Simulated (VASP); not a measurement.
Write the native input for VASP 6.6.1 that does the following.

```
Task                   : single point
Functional             : PBE
Potentials or basis    : VASP PAW PBE potentials, release 64 (B, N)
Cutoff                 : 520 eV
k mesh                 : 12 × 12 × 12
Occupations            : gaussian, width 0.05 eV
Spin                   : no spin polarisation
Dipole correction      : no
Further INCAR settings : ALGO = Normal; EDIFF = 1e-06; NBANDS = 11
```

The structure of BN lies in POSCAR:

```
BN
1.0
    0.0000000000      1.5832322553      2.3748483829
    1.5832322553      0.0000000000      2.3748483829
    1.5832322553      1.5832322553      0.0000000000
B N
1 1
Direct
    0.0000000000      0.0000000000      0.0000000000
    0.7500000000      0.7500000000      0.7500000000
```

This cell differs from its parent crystal: ratio of the length along z to the lengths across it x 1.5, volume and fractional coordinates fixed.

One way to write it, as run:

INCAR

```
PREC = Accurate
ENCUT = 520
EDIFF = 1E-6
ISMEAR = 0
SIGMA = 0.05
LREAL = False
LASPH = True
NELM = 100
ALGO = Normal
ISIF = 2
LWAVE = False
LCHARG = True
GGA = PE
LELF = True
LVHAR = True
NBANDS = 11
```

KPOINTS

```
Automatic mesh
0
Gamma
  12 12 12
```

Potentials or basis: VASP PAW PBE potentials, release 64 (B, N).

Launch:

```sh
$ cat potpaw_PBE.64/B/POTCAR potpaw_PBE.64/N/POTCAR > POTCAR
$ mpirun -np 1 vasp_std > vasp.out
```

It gave:

* Pressure: 8.2 GPa
* Band gap on the k mesh: zero (band 4 reaches 10.35 eV, above the bottom of band 5 at 10.27 eV)

Run time: 40 s on 1 thread of AMD EPYC 7R13, with other jobs on the host, peak memory 0.11 GiB.
